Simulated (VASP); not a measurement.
Input of a VASP 6.6.1 run:

The input INCAR:

```
PREC = Accurate
ENCUT = 1340
EDIFF = 1E-6
ISMEAR = -1
SIGMA = 0.02
LREAL = F
LASPH = T
NELM = 120
ALGO = Normal
ISIF = 2
LWAVE = F
LCHARG = T
GGA = CA
LELF = T
LVHAR = T
NBANDS = 28
GGA_COMPAT = F
```

File KPOINTS:

```
Automatic mesh
0
Gamma
  6 6 6
```

The input POSCAR:

```
BaTiO3
1.0
    4.0060000000      0.0000000000      0.0000000000
    0.0000000000      4.0060000000      0.0000000000
    0.0000000000      0.0000000000      3.9058500000
Ba Ti O
1 1 3
Direct
    0.5000000000      0.5000000000      0.5000000000
    0.0000000000      0.0000000000      0.0000000000
    0.5000000000      0.0000000000      0.0000000000
    0.0000000000      0.5000000000      0.0000000000
    0.0000000000      0.0000000000      0.5000000000
```

Potentials or basis: VASP PAW LDA potentials, release 64 (Ba_sv, Ti_sv, O_h).

Run with:

```console
$ cat potpaw_LDA.64/Ba_sv/POTCAR potpaw_LDA.64/Ti_sv/POTCAR potpaw_LDA.64/O_h/POTCAR > POTCAR
$ mpirun -np 1 vasp_std > vasp.out
```

Estimate the pressure.

-3.1 GPa.

What does it give for the band gap on the k mesh?

1.65 eV (least direct gap 1.76 eV).

Stress tensor (GPa, compression positive):
```
-4.88  0.00  0.00
 0.00 -4.88  0.00
 0.00  0.00  0.59
```

Caveat: the stress differs along the axes, from -5 to 1 GPa; spin-orbit coupling is left out, which moves the levels of the heavy elements. A k mesh can miss the band edges.
